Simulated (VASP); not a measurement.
# ZnReH (P4/mmm) in VASP: a series of runs, part 2 of 2

VASP 6.6.1. The steps go on from the part before.

### 3 Single point, PBE

This run uses another cell than the first one, of 14.05 Å³/atom.

Contents of INCAR:

```
PREC = Accurate
ENCUT = 520
EDIFF = 1E-6
ISMEAR = 0
SIGMA = 0.1
LREAL = False
LASPH = True
NELM = 100
ALGO = Normal
ISIF = 2
LWAVE = False
LCHARG = False
GGA = PE
NBANDS = 17
```

Contents of KPOINTS:

```
regular mesh
0
Gamma
  6 6 4
```

Contents of POSCAR:

```
ZnReH
1.0
    3.0410438600      0.0000000000      0.0000000000
    0.0000000000      3.0410438600      0.0000000000
    0.0000000000      0.0000000000      4.5581320800
Zn Re H
1 1 1
Direct
    0.0000000000      0.0000000000      0.5000000000
    0.0000000000      0.0000000000      0.0000000000
    0.5000000000      0.5000000000      0.0000000000
```

Potentials or basis: VASP PAW PBE potentials, release 64 (Zn, Re, H).

On the command line:

```
$ cat potpaw_PBE.64/Zn/POTCAR potpaw_PBE.64/Re/POTCAR potpaw_PBE.64/H/POTCAR > POTCAR
$ mpirun -np 1 vasp_std > vasp.out
```

Run time: 22 s. Hardware: 1 thread of Intel Xeon 8259CL, shared host; peak memory 0.17 GiB.

The run converged. Its results:

| Property | Result |
| --- | --- |
| Free energy | -13.1600 eV |
| Pressure | -1.0 GPa |
| Band gap on the k mesh | zero (bands 10 and 11 overlap by 2.58 eV) |

Stress tensor (GPa, compression positive):
```
-26.79   0.00   0.00
  0.00 -26.79   0.00
  0.00   0.00  50.58
```

Levels at points of the mesh, in eV from the Fermi level:
| k point | band 8 | band 9 | band 10 | band 11 | band 12 | band 13 |
| --- | --- | --- | --- | --- | --- | --- |
| (0.00, 0.00, 0.00) | -2.71 | 0.17 | 0.69 | 0.69 | 1.49 | 4.65 |
| (0.50, 0.00, 0.00) | -2.64 | -1.68 | -0.38 | 0.93 | 1.20 | 3.39 |
| (0.50, 0.50, 0.00) | -1.05 | -1.05 | 0.73 | 0.73 | 2.92 | 5.12 |
| (0.00, 0.00, 0.50) | -3.02 | -2.74 | 0.00 | 0.00 | 1.48 | 7.97 |
| (0.50, 0.00, 0.50) | -3.68 | -2.30 | -2.28 | -0.39 | 0.35 | 3.33 |
| (0.50, 0.50, 0.50) | -2.63 | -1.93 | 1.28 | 2.92 | 3.87 | 3.87 |

Caveat: spin-orbit coupling is left out, which moves the levels of the heavy elements.

### 4 Relaxation of cell and atoms, PBE

This run uses another cell than the first one, of 14.05 Å³/atom.

Contents of INCAR:

```
PREC = Accurate ; ENCUT = 600
EDIFF = 1E-7 ; ISMEAR = 0
SIGMA = 0.1 ; LREAL = F
LASPH = T ; NELM = 100
ALGO = Normal ; ISIF = 3
LWAVE = F ; LCHARG = F
GGA = PE ; IBRION = 2
NSW = 90 ; EDIFFG = -0.04
```

KPOINTS is that of step 3.

POSCAR is that of step 3.

On the command line:

```
$ cat potpaw_PBE.64/Zn/POTCAR potpaw_PBE.64/Re/POTCAR potpaw_PBE.64/H/POTCAR > POTCAR
$ mpirun -np 1 vasp_std > vasp.out
```

Wall time 1.7 min (1 thread of Intel Xeon 8259CL, shared host); peak memory 0.19 GiB.

It converged, with:

```yaml
Free_energy: -14.7353 eV
Relaxed_volume: 12.78 Å³/atom
Relaxed_cell: a = 2.727 Å, b = 2.727 Å, c = 5.156 Å, α = 90.00°, β = 90.00°, γ = 90.00°
Space_group_after_relaxing_to_0.1_Å: P4/mmm (No. 123)
Energy_gained_by_relaxing: 524.9 meV/atom
Ionic_steps: 6
Pressure_after_relaxing: 0.0 GPa
Band_gap_on_the_k_mesh: zero (bands 10 and 11 overlap by 3.89 eV)
```

Stress tensor (GPa, compression positive):
```
 0.21  0.00  0.00
 0.00  0.21  0.00
 0.00  0.00 -0.28
```

Step by step:
| step | energy change (eV) | largest force (eV/Å) | pressure (GPa) | volume (Å³) |
| --- | --- | --- | --- | --- |
| 1 | 0.0000 | 0.0000 | -0.98 | 42.15 |
| 2 | -1.4220 | 0.0000 | -3.84 | 40.24 |
| 3 | -1.5061 | 0.0000 | -7.85 | 40.93 |
| 4 | -1.5454 | 0.0000 | 4.78 | 37.25 |
| 5 | -1.5669 | 0.0000 | -0.43 | 38.56 |
| 6 | -1.5746 | 0.0000 | 0.05 | 38.34 |

Final structure:
```yaml
crystal:
  lattice:
    - [2.72695, 0.00000, 0.00000]
    - [0.00000, 2.72695, 0.00000]
    - [0.00000, 0.00000, 5.15627]
  atoms:
    - { symbol: Zn, position: [0.00000, 0.00000, 0.50000] }
    - { symbol: Re, position: [0.00000, 0.00000, 0.00000] }
    - { symbol: H, position: [0.50000, 0.50000, 0.00000] }
```

Levels at points of the mesh, in eV from the Fermi level:
```csv
k point,band 6,band 7,band 8,band 9,band 10,band 11,band 12,band 13
"(0.00, 0.00, 0.00)",-6.94,-6.80,-4.33,-1.84,1.15,1.15,2.22,2.40
"(0.50, 0.00, 0.00)",-5.50,-4.87,-3.29,-3.15,-0.73,-0.43,1.61,2.51
"(0.50, 0.50, 0.00)",-6.57,-1.99,-1.99,-1.03,1.63,1.63,4.69,6.73
"(0.00, 0.00, 0.50)",-6.85,-6.80,-4.34,-3.81,0.99,0.99,2.39,5.80
"(0.50, 0.00, 0.50)",-5.08,-4.77,-4.44,-2.19,-1.99,-0.73,1.14,1.50
"(0.50, 0.50, 0.50)",-6.57,-2.66,-2.66,-0.94,3.16,4.12,4.12,4.68
```

Caveat: spin-orbit coupling is left out, which moves the levels of the heavy elements.

### 5 Single point, PBE, collinear spin

Contents of INCAR:

```
PREC     = Accurate       # precision mode
ENCUT    = 520            # plane-wave cutoff, eV
EDIFF    = 1E-6           # SCF threshold, eV
ISMEAR   = 0              # smearing method
SIGMA    = 0.1            # smearing width, eV
LREAL    = F              # projectors in reciprocal space
LASPH    = T              # aspherical terms in the spheres
NELM     = 150            # most SCF steps
ALGO     = Normal         # electronic algorithm
ISIF     = 2              # what is computed and relaxed
LWAVE    = F              # write WAVECAR
LCHARG   = T              # write CHGCAR
ISPIN    = 2              # spin polarisation
MAGMOM   = 0 1 0          # initial moments
LORBIT   = 11             # projections on sites
LMAXMIX  = 4              # l up to which the mixer works
GGA      = PE             # functional
LELF     = T              # ELF
LVHAR    = T            
NBANDS   = 21             # bands
```

Contents of KPOINTS:

```
Automatic mesh
0
Gamma
  6 6 4
```

Contents of POSCAR:

```
ZnReH
1.0
    2.7284108213      0.0000000000      0.0000000000
    0.0000000000      2.7284108213      0.0000000000
    0.0000000000      0.0000000000      5.1448436161
Zn Re H
1 1 1
Direct
    0.0000000000      0.0000000000      0.5000000000
    0.0000000000      0.0000000000      0.0000000000
    0.5000000000      0.5000000000      0.0000000000
```

Potentials or basis: VASP PAW PBE potentials, release 64 (Zn, Re, H).

On the command line:

```
$ cat potpaw_PBE.64/Zn/POTCAR potpaw_PBE.64/Re/POTCAR potpaw_PBE.64/H/POTCAR > POTCAR
$ mpirun -np 1 vasp_std > vasp.out
```

OUTCAR:

```text
PREC = Accurate
   ENCUT = 520
   EDIFF = 1E-6
   ISMEAR = 0
   LREAL = F
   LASPH = T
   NELM = 150
   ISIF = 2
   ISPIN = 2
   LORBIT = 11
   GGA = PE

 ion  position               nearest neighbor table
   1  0.000  0.000  0.500-   2 2.57   2 2.57
   2  0.000  0.000  0.000-   3 1.93   3 1.93   3 1.93   3 1.93   1 2.57   1 2.57
   3  0.500  0.500  0.000-   2 1.93   2 1.93   2 1.93   2 1.93

  LATTYP: Found a simple tetragonal cell.
 ALAT       =     2.7284108213
 C/A-ratio  =     1.8856557729

  Lattice vectors:

[... 1373 lines left out ...]
  energy-cutoff  :      520.00
  volume of cell :       38.30
      direct lattice vectors                 reciprocal lattice vectors
     2.728410821  0.000000000  0.000000000     0.366513720  0.000000000  0.000000000
     0.000000000  2.728410821  0.000000000     0.000000000  0.366513720  0.000000000
     0.000000000  0.000000000  5.144843616     0.000000000  0.000000000  0.194369368

 POSITION                                       TOTAL-FORCE (eV/Angst)
 -----------------------------------------------------------------------------------
      0.00000      0.00000      2.57242         0.000000      0.000000      0.000000
      0.00000      0.00000      0.00000         0.000000      0.000000      0.000000
      1.36421      1.36421      0.00000         0.000000      0.000000      0.000000
 -----------------------------------------------------------------------------------
    total drift:                               -0.000000      0.000000     -0.000000

  FREE ENERGIE OF THE ION-ELECTRON SYSTEM (eV)
  ---------------------------------------------------
  free  energy   TOTEN  =       -14.7823706417 eV

  energy  without entropy=      -14.7763369662  energy(sigma->0) =      -14.77935380

 total charge

# of ion       s       p       d       tot
------------------------------------------
    1        0.669   0.373   9.733  10.774
    2        0.579   0.489   4.881   5.948
    3        0.537   0.037   0.000   0.574
--------------------------------------------------
tot          1.784   0.899  14.614  17.297

 magnetization (x)

# of ion       s       p       d       tot
------------------------------------------
    1       -0.000  -0.000   0.007   0.006
    2        0.030   0.070   0.903   1.002
    3       -0.012   0.013   0.000   0.001
--------------------------------------------------
tot          0.018   0.082   0.910   1.010
```

stdout:

```text
POSCAR found type information on POSCAR ZnReH
 POSCAR found :  3 types and       3 ions
 scaLAPACK will be used
 LDA part: xc-table for (Slater+PW92), standard interpolation
 POSCAR, INCAR and KPOINTS ok, starting setup
 FFT: planning ... GRIDC
 FFT: planning ... GRID_SOFT
 FFT: planning ... GRID
 WAVECAR not read
 entering main loop
```

Run time: 46 s. Hardware: 1 thread of Intel Xeon 8259CL, shared host; peak memory 0.18 GiB.

Results:

```
Free energy                                           : -14.7824 eV
Pressure                                              : 1.1 GPa
Net moment                                            : 1.09 μB per cell
Site moments                                          : Zn +0.01; Re +1.00; H +0.00 μB
Valence electrons inside the program's atomic spheres : Zn 10.77; Re 5.95; H 0.57
```

Caveat: the k points lie up to 0.38 Å⁻¹ apart; spin-orbit coupling is left out, which moves the levels of the heavy elements.

### 6 Summary

| task | spin | cell | cutoff (eV) | gap on the mesh (eV) | pressure (GPa) |
| --- | --- | --- | --- | --- | --- |
| single point | off | a = 2.728, b = 2.728, c = 5.145 Å, 3 atoms | 520 | none | 0.1 |
| single point | off | a = 3.041, b = 3.041, c = 4.558 Å, 3 atoms | 520 | none | -1.0 |
| relaxation of cell and atoms | off | relaxed from a = 3.041, b = 3.041, c = 4.558 Å, 3 atoms | 600 | none | 0.0 |
| single point | collinear | a = 2.728, b = 2.728, c = 5.145 Å, 3 atoms | 520 | none | 1.1 |

Alike in all rows: level PBE; potentials or basis VASP PAW PBE potentials, release 64 (Zn, Re, H); k mesh 6 × 6 × 4; smearing gaussian 0.1 eV.

Caveats: some runs use coarse meshes; spin-orbit coupling is left out, which moves the levels of the heavy elements.

Total energies depend on the potentials used, so only differences within one code and one set of settings carry meaning.
